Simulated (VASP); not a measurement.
# Ca7NiS8 (a cell with a defect) in VASP: further runs

Ca7NiS8 (a cell with a defect) is run at these levels: PBEsol+U; tasks: single point.

Everything below comes from runs of VASP 6.6.1. Logs are shortened: lines on timing, memory, paths and dates and some standing lists are left out, and cuts for length are marked.

## Step 1: The cell of the first run

The cell holds a defect, 16 atoms: a = 5.686 Å, b = 11.372 Å, c = 5.686 Å, α = 90.00°, β = 90.00°, γ = 90.00°.

## Step 2: Single point, PBEsol+U, collinear spin, ferromagnetic start

The input, INCAR:

```
SYSTEM = Ca7NiS8
  PREC = Accurate
  ENCUT = 520
  EDIFF = 1E-6
  ISMEAR = 0
  SIGMA = 0.01
  LREAL = Auto
  LASPH = .True.
  NELM = 150
  ALGO = Normal
  ISIF = 2
  LWAVE = .False.
  LCHARG = .True.
  ISPIN = 2
  MAGMOM = 0 0 0 0 0 0 0 0 0 0 0 0 0 0 0 2
  LORBIT = 11
  LMAXMIX = 4
  LDAU = .True.
  LDAUTYPE = 2
  LDAUL = -1 -1 2
  LDAUU = 0 0 6.2
  LDAUJ = 0 0 0
  LDAUPRINT = 1
  GGA = PS
  LELF = .True.
  LVHAR = .True.
  NBANDS = 82
```

The input, KPOINTS:

```
regular mesh
0
Gamma
  2 1 2
  0 0 0
```

The input, POSCAR:

```
Ca7NiS8
1.0
    5.6860000000      0.0000000000      0.0000000000
    0.0000000000     11.3720000000      0.0000000000
    0.0000000000      0.0000000000      5.6860000000
Ca S Ni
7 8 1
Direct
    0.0052967200      0.9987385800      0.0033019300
    0.0019783800      0.5012016400      0.9913296300
    0.9932787300      0.2532701200      0.5009214700
    0.0005232600      0.7502530700      0.4980224500
    0.5054993900      0.0007644300      0.5100528500
    0.5074335100      0.4956409300      0.4990010700
    0.5162658500      0.2510591400      0.9977985600
    0.5012372400      0.0045836500      0.9984467300
    0.4970953500      0.5073970200      0.9932189700
    0.5003499800      0.2506277300      0.5025815700
    0.4894463900      0.7495108000      0.5062025300
    0.9995014800      0.9987073100      0.5054457100
    0.9852604700      0.5026085600      0.5016805400
    0.0131550100      0.2565175500      0.9956207500
    0.9941526800      0.7506626200      0.0069948600
    0.5077602400      0.7452301600      0.0031623300
```

Potentials or basis: VASP PAW PBE potentials, release 64 (Ca_sv, S, Ni).

Run with:

```console
$ cat potpaw_PBE.64/Ca_sv/POTCAR potpaw_PBE.64/S/POTCAR potpaw_PBE.64/Ni/POTCAR > POTCAR
$ mpirun -np 1 vasp_std > vasp.out
```

OUTCAR:

```text
SYSTEM = Ca7NiS8
   PREC = Accurate
   ENCUT = 520
   EDIFF = 1E-6
   ISMEAR = 0
   LREAL = Auto
   LASPH = .True.
   NELM = 150
   ISIF = 2
   ISPIN = 2
   LORBIT = 11
   GGA = PS

 ion  position               nearest neighbor table
   1  0.005  0.999  0.003-   8 2.82  15 2.82  12 2.83  12 2.86   8 2.87  14 2.93
   2  0.002  0.501  0.991-  14 2.78  13 2.79   9 2.82  15 2.84   9 2.87  13 2.90
   3  0.993  0.253  0.501-  10 2.80  14 2.82  13 2.84  14 2.88  10 2.88  12 2.90
   4  0.001  0.750  0.498-  11 2.78  15 2.79  13 2.82  12 2.83  15 2.89  11 2.91
   5  0.505  0.001  0.510-   8 2.78  12 2.81  10 2.84  11 2.86  12 2.88   8 2.91
   6  0.507  0.496  0.499-  13 2.72  10 2.79   9 2.81   9 2.88  11 2.89  13 2.97
   7  0.516  0.251  0.998-   8 2.80  10 2.82  14 2.83  14 2.86  10 2.87   9 2.92
   8  0.501  0.005  0.998-   5 2.78   7 2.80   1 2.82   1 2.87   5 2.91
   9  0.497  0.507  0.993-  16 2.71   6 2.81   2 2.82   2 2.87   6 2.88   7 2.92
  10  0.500  0.251  0.503-   6 2.79   3 2.80   7 2.82   5 2.84   7 2.87   3 2.88
  11  0.489  0.750  0.506-   4 2.78  16 2.83   5 2.86  16 2.86   6 2.89   4 2.91
  12  1.000  0.999  0.505-   5 2.81   4 2.83   1 2.83   1 2.86   5 2.88   3 2.90
  13  0.985  0.503  0.502-   6 2.72   2 2.79   4 2.82   3 2.84   2 2.90   6 2.97
  14  0.013  0.257  0.996-   2 2.78   3 2.82   7 2.83   7 2.86   3 2.88   1 2.93
  15  0.994  0.751  0.007-  16 2.77   4 2.79   1 2.82   2 2.84   4 2.89  16 2.92
  16  0.508  0.745  0.003-   9 2.71  15 2.77  11 2.83  11 2.86  15 2.92

  LATTYP: Found a simple tetragonal cell.
 ALAT       =     5.6860000000
 C/A-ratio  =     2.0000000000

  Lattice vectors:

 A1 = (  -5.6860000000,   0.0000000000,   0.0000000000)
 A2 = (   0.0000000000,   0.0000000000,   5.6860000000)
 A3 = (   0.0000000000,  11.3720000000,   0.0000000000)

Analysis of symmetry for initial positions (statically):
=====================================================================
 Subroutine PRICEL returns:
 Original cell was already a primitive cell.

 Routine SETGRP: Setting up the symmetry group for a
 simple tetragonal supercell.

 Subroutine GETGRP returns: Found  1 space group operations
 (whereof  1 operations were pure point group operations)
 out of a pool of 16 trial point group operations.

The static configuration has the point symmetry C_1 .

Analysis of symmetry for dynamics (positions and initial velocities):
=====================================================================
 Subroutine PRICEL returns:
 Original cell was already a primitive cell.

 Routine SETGRP: Setting up the symmetry group for a
 simple tetragonal supercell.

 Subroutine GETGRP returns: Found  1 space group operations
 (whereof  1 operations were pure point group operations)
 out of a pool of 16 trial point group operations.

[... 202 lines left out ...]
  free energy    TOTEN  =       -82.49532844 eV

  energy without entropy =      -82.49532844  energy(sigma->0) =      -82.49532844

 E-fermi :   2.8491     XC(G=0):  -9.5079

 val. band max:        2.6850316358   @ k =   0.0000   0.0000   0.0000
 cond. band min:       3.6071666783   @ k =   0.0000   0.0000   0.0000
 fundamental gap:      0.9221350425
 Fermi energy:         2.8491238858

 spin component 1

 k-point     1 :       0.0000    0.0000    0.0000
  band No.  band energies     occupation
      1     -36.5488      1.00000
      2     -36.4657      1.00000
      3     -36.3983      1.00000
      4     -36.3486      1.00000
      5     -36.3405      1.00000
      6     -36.3158      1.00000
[... 305 lines left out ...]
     75       8.0540      0.00000
     76       8.1023      0.00000
 Fermi energy:         2.8491238858

 spin component 2

 k-point     1 :       0.0000    0.0000    0.0000
  band No.  band energies     occupation
      1     -36.5409      1.00000
      2     -36.4657      1.00000
      3     -36.3986      1.00000
      4     -36.3489      1.00000
      5     -36.3408      1.00000
      6     -36.3161      1.00000
[... 305 lines left out ...]
     75       8.0608      0.00000
     76       8.1046      0.00000
 [bands above 76 left out]

------------------------ aborting loop because EDIFF is reached ----------------------------------------

  FORCE on cell =-STRESS in cart. coord.  units (eV):
  Direction    XX          YY          ZZ          XY          YZ          ZX
  --------------------------------------------------------------------------------------
  -------------------------------------------------------------------------------------
  Total       -6.2058183     -7.0062288     -6.4694494     -0.0373266      0.0139395     -0.0006585
  in kB      -27.0432621    -30.5312323    -28.1920943     -0.1626591      0.0607446     -0.0028696
  external PRESSURE =     -28.5888629 kB  Pullay stress =       0.0000000 kB

 VOLUME and BASIS-vectors are now :
 -----------------------------------------------------------------------------
  energy-cutoff  :      520.00
  volume of cell :      367.66
      direct lattice vectors                 reciprocal lattice vectors
     5.686000000  0.000000000  0.000000000     0.175870559  0.000000000  0.000000000
     0.000000000 11.372000000  0.000000000     0.000000000  0.087935280  0.000000000
     0.000000000  0.000000000  5.686000000     0.000000000  0.000000000  0.175870559

 POSITION                                       TOTAL-FORCE (eV/Angst)
 -----------------------------------------------------------------------------------
      0.03012     11.35766      0.01877        -0.025342     -0.068716      0.022691
      0.01125      5.69967      5.63670        -0.016214      0.286355      0.193288
      5.64778      2.88019      2.84824         0.252313     -0.126819     -0.089588
      0.00298      8.53188      2.83176        -0.147929      0.010134      0.132839
      2.87427      0.00869      2.90016        -0.113434     -0.256747     -0.207287
      2.88527      5.63643      2.83732        -0.363773      0.454629     -0.095858
[... 8 lines left out ...]
      5.65275      8.53654      0.03977        -0.202106      0.017847     -0.157020
      2.88712      8.47476      0.01798         0.178207     -0.201827     -0.077426
 -----------------------------------------------------------------------------------
    total drift:                                0.001800      0.001140     -0.002974

  FREE ENERGIE OF THE ION-ELECTRON SYSTEM (eV)
  ---------------------------------------------------
  free  energy   TOTEN  =       -82.4953284422 eV

  energy  without entropy=      -82.4953284422  energy(sigma->0) =      -82.49532844

 total charge

# of ion       s       p       d       tot
------------------------------------------
    1        2.030   5.858   0.228   8.117
    2        2.032   5.861   0.238   8.131
    3        2.031   5.859   0.233   8.124
    4        2.032   5.860   0.233   8.125
    5        2.031   5.859   0.232   8.123
    6        2.032   5.861   0.238   8.131
[... 8 lines left out ...]
   15        1.313   2.402   0.000   3.715
   16        0.291   0.196   8.025   8.511
--------------------------------------------------
tot         24.979  60.700   9.665  95.344

 magnetization (x)

# of ion       s       p       d       tot
------------------------------------------
    1       -0.000  -0.000  -0.000  -0.000
    2       -0.000  -0.000  -0.000  -0.000
    3       -0.000  -0.000   0.000  -0.000
    4       -0.000  -0.000  -0.001  -0.001
    5       -0.000  -0.000  -0.000  -0.000
    6       -0.000  -0.000  -0.000  -0.000
[... 8 lines left out ...]
   15        0.004   0.032   0.000   0.036
   16        0.025   0.006   1.739   1.769
--------------------------------------------------
tot          0.039   0.118   1.747   1.903
```

OSZICAR:

```text
N       E                     dE             d eps       ncg     rms          rms(c)
DAV:   1     0.127436293085E+04    0.12744E+04   -0.59069E+04  1312   0.149E+03
DAV:   2     0.563365832204E+02   -0.12180E+04   -0.11766E+04  1370   0.422E+02
DAV:   3    -0.765867552071E+02   -0.13292E+03   -0.13063E+03  1758   0.121E+02
DAV:   4    -0.850645989923E+02   -0.84778E+01   -0.84305E+01  2176   0.301E+01
[... 17 lines left out ...]
DAV:  22    -0.824953121931E+02   -0.20945E-04   -0.70529E-05  1616   0.254E-02    0.585E-02
DAV:  23    -0.824953235928E+02   -0.11400E-04   -0.10000E-05  1688   0.151E-02    0.346E-02
DAV:  24    -0.824953266895E+02   -0.30968E-05   -0.12292E-05  1592   0.158E-02    0.107E-02
DAV:  25    -0.824953281615E+02   -0.14720E-05   -0.86835E-06  1496   0.983E-03    0.166E-02
DAV:  26    -0.824953284422E+02   -0.28077E-06   -0.40162E-07   928   0.267E-03
   1 F= -.82495328E+02 E0= -.82495328E+02  d E =-.811046-120  mag=     2.0004
```

Run time: 7.7 min. Hardware: 1 thread of AMD EPYC 9R45 (Zen 5), shared host; peak memory 0.57 GiB.

What came out:

```yaml
Free_energy: -82.4953 eV
Pressure: -2.9 GPa
Largest_force: 0.643 eV/Å
Band_gap_on_the_k_mesh: 0.92 eV
Net_moment: 2.00 μB per cell
Site_moments: Ca -0.00, +0.01; S +0.02, +0.03, +0.00, +0.04, -0.00; Ni +1.77 μB
Valence_electrons_inside_the_program's_atomic_spheres: Ca 8.12, 8.13; S 3.74, 3.73, 3.77, 3.71, 3.76; Ni 8.51
```

Forces on the atoms (eV/Å):
```
Ca  -0.025 -0.069  0.023
Ca  -0.016  0.286  0.193
Ca   0.252 -0.127 -0.090
Ca  -0.148  0.010  0.133
Ca  -0.113 -0.257 -0.207
Ca  -0.364  0.455 -0.096
Ca  -0.207  0.012  0.094
S    0.077 -0.566  0.220
S    0.067  0.612  0.187
S   -0.046 -0.008 -0.116
S    0.238  0.002 -0.007
S    0.031  0.228 -0.082
S    0.386 -0.183 -0.171
S   -0.108 -0.212  0.153
S   -0.202  0.018 -0.157
Ni   0.178 -0.202 -0.077
```

Eigenvalues of the final occupation matrices:
| site | spin | trace | eigenvalues |
| --- | --- | --- | --- |
| site 16 d | 1 | 4.89 | 0.97 0.97 0.97 0.99 0.99 |
| site 16 d | 2 | 3.15 | 0.11 0.13 0.97 0.97 0.97 |

Caveat: the k points lie up to 0.55 Å⁻¹ apart; the PAW data sets were made with another functional, which shifts forces and pressure a little.

## Step 3: Single point, PBEsol+U, collinear spin, ferromagnetic start

The input, INCAR:

```
SYSTEM = Ca7NiS8
ALGO = Normal
EDIFF = 1E-6
ENCUT = 520
GGA = PS
ISIF = 2
ISMEAR = 0
ISPIN = 2
LASPH = .TRUE.
LCHARG = .TRUE.
LDAU = .TRUE.
LDAUJ = 0 0 0
LDAUL = -1 -1 2
LDAUPRINT = 1
LDAUTYPE = 2
LDAUU = 0 0 6.2
LELF = .TRUE.
LMAXMIX = 4
LORBIT = 11
LREAL = Auto
LVHAR = .TRUE.
LWAVE = .FALSE.
MAGMOM = 0 0 0 0 0 0 0 0 0 0 0 0 0 0 0 0.4
NBANDS = 82
NELM = 150
PREC = Accurate
SIGMA = 0.01
```

The input, KPOINTS:

```
k-points
0
G
  2 1 2
  0 0 0
```

POSCAR is that of step 2.

Potentials or basis: VASP PAW PBE potentials, release 64 (Ca_sv, S, Ni).

Run with:

```console
$ cat potpaw_PBE.64/Ca_sv/POTCAR potpaw_PBE.64/S/POTCAR potpaw_PBE.64/Ni/POTCAR > POTCAR
$ mpirun -np 1 vasp_std > vasp.out
```

Wall time 6.3 min (1 thread of AMD EPYC 9R45 (Zen 5), shared host); peak memory 0.56 GiB.

The run converged. Its results:

| Quantity | Value |
| --- | --- |
| Free energy | -82.4953 eV |
| Pressure | -2.8 GPa |
| Largest force | 0.643 eV/Å |
| Band gap on the k mesh | 0.92 eV |
| Net moment | 2.00 μB per cell |
| Site moments | Ca -0.00, +0.01; S +0.02, +0.03, +0.00, +0.04, -0.00; Ni +1.77 μB |
| Valence electrons inside the program's atomic spheres | Ca 8.12, 8.13; S 3.74, 3.73, 3.77, 3.71, 3.76; Ni 8.51 |

Forces on the atoms (eV/Å):
```
Ca  -0.025 -0.069  0.023
Ca  -0.016  0.286  0.193
Ca   0.252 -0.127 -0.090
Ca  -0.148  0.010  0.133
Ca  -0.113 -0.257 -0.207
Ca  -0.364  0.455 -0.096
Ca  -0.207  0.012  0.094
S    0.077 -0.566  0.220
S    0.067  0.612  0.187
S   -0.046 -0.008 -0.116
S    0.238  0.002 -0.007
S    0.031  0.228 -0.082
S    0.386 -0.183 -0.171
S   -0.108 -0.212  0.153
S   -0.202  0.018 -0.157
Ni   0.178 -0.202 -0.077
```

Stress tensor (GPa, compression positive):
```
-2.69 -0.02  0.00
-0.02 -3.04  0.01
 0.00  0.01 -2.80
```

Levels at points of the mesh, in eV from the valence-band top:
Spin up:
```csv
k point,band 61,band 62,band 63,band 64,band 65,band 66,band 67,band 68,band 69,band 70
"(0.00, 0.00, 0.00)",-0.53,-0.53,-0.04,-0.03,-0.02,1.66,2.29,2.40,2.41,3.00
"(0.50, 0.00, 0.00)",-0.66,-0.63,-0.62,-0.51,-0.49,2.98,3.30,3.39,4.55,4.67
"(0.00, 0.00, 0.50)",-0.67,-0.65,-0.60,-0.49,-0.47,2.98,3.33,3.40,4.67,4.71
"(0.50, 0.00, 0.50)",-1.08,-1.04,-1.02,-0.75,-0.10,4.41,4.54,4.55,4.66,4.94
```
Spin down:
| k point | band 61 | band 62 | band 63 | band 64 | band 65 | band 66 |
| --- | --- | --- | --- | --- | --- | --- |
| (0.00, 0.00, 0.00) | -0.02 | -0.01 | 0.00 | 0.92 | 1.00 | 2.09 |
| (0.50, 0.00, 0.00) | -0.58 | -0.49 | -0.47 | 0.98 | 1.51 | 2.98 |
| (0.00, 0.00, 0.50) | -0.61 | -0.47 | -0.45 | 0.97 | 1.51 | 2.98 |
| (0.50, 0.00, 0.50) | -1.06 | -1.02 | -1.00 | 1.41 | 2.13 | 4.61 |

Eigenvalues of the final occupation matrices:
```
     site  spin  trace               eigenvalues
site 16 d     1   4.89  0.97 0.97 0.97 0.99 0.99
site 16 d     2   3.15  0.11 0.13 0.97 0.97 0.97
```

Caveat: the k points lie up to 0.55 Å⁻¹ apart; the PAW data sets were made with another functional, which shifts forces and pressure a little. The state reached can hang on the start; a lower one may exist.
